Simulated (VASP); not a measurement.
A run of VASP 6.6.1:

The input INCAR:

```
ALGO = Normal
EDIFF = 1E-6
EDIFFG = -0.04
ENCUT = 600
GGA = PE
IBRION = 2
ISIF = 3
ISMEAR = 0
LASPH = T
LCHARG = F
LREAL = F
LWAVE = F
NELM = 100
NSW = 90
PREC = Accurate
SIGMA = 0.1
```

Contents of KPOINTS:

```
k-points
0
Gamma
  4 4 4
```

POSCAR

```
LaSc2F
1.0
   -2.6793921900      2.6793921900      2.9371342900
    2.6793921900     -2.6793921900      2.9371342900
    2.6793921900      2.6793921900     -2.9371342900
La Sc F
1 2 1
Direct
    0.5000000000      0.5000000000      0.0000000000
    0.5000000000      0.0000000000      0.5000000000
    0.0000000000      0.5000000000      0.5000000000
    0.0000000000      0.0000000000      0.0000000000
```

Potentials or basis: VASP PAW PBE potentials, release 64 (La, Sc_sv, F).

Launch:

```bash
$ cat potpaw_PBE.64/La/POTCAR potpaw_PBE.64/Sc_sv/POTCAR potpaw_PBE.64/F/POTCAR > POTCAR
$ mpirun -np 1 vasp_std > vasp.out
```

Hardware: 1 thread of Oxide Virtual Turin-like Processor, on a shared host.

**Question.** Estimate the wall time of this run.

**Answer.** It took 8.7 min on 1 thread of Oxide Virtual Turin-like Processor, with other jobs on the host, peak memory 0.24 GiB. Counts: scf iterations 108, k points 13, ion steps 11.
